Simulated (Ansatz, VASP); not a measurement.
## One calculation of Ge, two programs

INCAR

```
PREC = Accurate
ENCUT = 600
EDIFF = 1E-6
ISMEAR = -1
SIGMA = 0.05
LREAL = False
LASPH = True
NELM = 60
ALGO = Normal
ISIF = 3
LWAVE = False
LCHARG = False
GGA = PE
IBRION = 2
NSW = 100
EDIFFG = -0.005
```

Contents of KPOINTS:

```
Automatic mesh
0
Gamma
  10 10 10
```

The input POSCAR:

```
Ge
1.0
    0.0000000000      2.8661367691      2.8661367691
    2.8661367691      0.0000000000      2.8661367691
    2.8661367691      2.8661367691      0.0000000000
Ge
2
Direct
    0.0000000000      0.0000000000      0.0000000000
    0.2500000000      0.2500000000      0.2500000000
```

Input for Ansatz:

```yaml
crystal:
  lattice:
    - [0.0, 2.8661367691, 2.8661367691]
    - [2.8661367691, 0.0, 2.8661367691]
    - [2.8661367691, 2.8661367691, 0.0]
  atoms:
    - { symbol: Ge, position: [0.0, 0.0, 0.0] }
    - { symbol: Ge, position: [0.25, 0.25, 0.25] }
kpoints:
  mp_grid: { grid: [10, 10, 10] }
scf:
  occupations: { method: fermi_dirac, width: 0.05 }
hamiltonian:
  xc: pbe
  pseudopotentials: { kind: all_electron, lapw: { basis_error: 0.001 } }
output:
  forces: true
  stress: true
relax:
  f_tol: 0.005
  max_steps: 80
  cell: {}
```

Alike in both runs: task relaxation of cell and atoms; functional PBE; k mesh 10 × 10 × 10; occupations fermi-dirac, width 0.05 eV; no spin polarisation.

|  | VASP | Ansatz |
| --- | --- | --- |
| version | VASP 6.6.1 | Ansatz 0.2.0 |
| potentials or method | VASP PAW PBE potentials, release 64 (Ge_d), cutoff 600 eV | all-electron LAPW, scalar-relativistic |

|  | VASP | Ansatz | Ansatz less VASP |
| --- | --- | --- | --- |
| relaxed volume (Å³/atom) | 23.99 | 23.90 | -0.085 |
| relaxed cell length with the largest relative difference (Å) | 4.079 | 4.074 | -0.0048 |

Ansatz ran all-electron here, and VASP with PAW potentials.
